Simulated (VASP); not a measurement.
Crystal: Ge.

```
CELL_PARAMETERS angstrom
-2.83782 2.83782 0.00000
0.00000 0.00000 5.67563
2.83782 2.83782 0.00000
ATOMIC_POSITIONS crystal
Ge 0.50000 0.37500 0.25000
Ge 0.00000 0.87500 0.75000
Ge 0.00000 0.12500 0.25000
Ge 0.50000 0.62500 0.75000
```

Base run:

```yaml
Program: VASP 6.6.1
Functional: PBEsol
Potentials_or_basis: VASP PAW PBE potentials, release 64 (Ge_d)
Cutoff: 520 eV
k_mesh: 7 × 5 × 7
Occupations: fermi-dirac, width 0.02 eV
Spin: no spin polarisation
```

Its results: band gap on the k mesh zero (filled and empty bands touch); pressure -0.1 GPa.

Question: The run is repeated on the same cell with these changes: k mesh from 7 × 5 × 7, through Γ to 7 × 5 × 7, shifted. What comes out?

Answer: Band gap on the k mesh 0.73 eV; pressure -0.1 GPa.

Caveats: the PAW data sets were made with another functional, which shifts forces and pressure a little; semilocal functionals underestimate gaps, so a narrow gap can read as zero (at least some runs); a shifted mesh leaves out Γ, where band edges can lie (at least some runs).

A k mesh can miss the band edges.
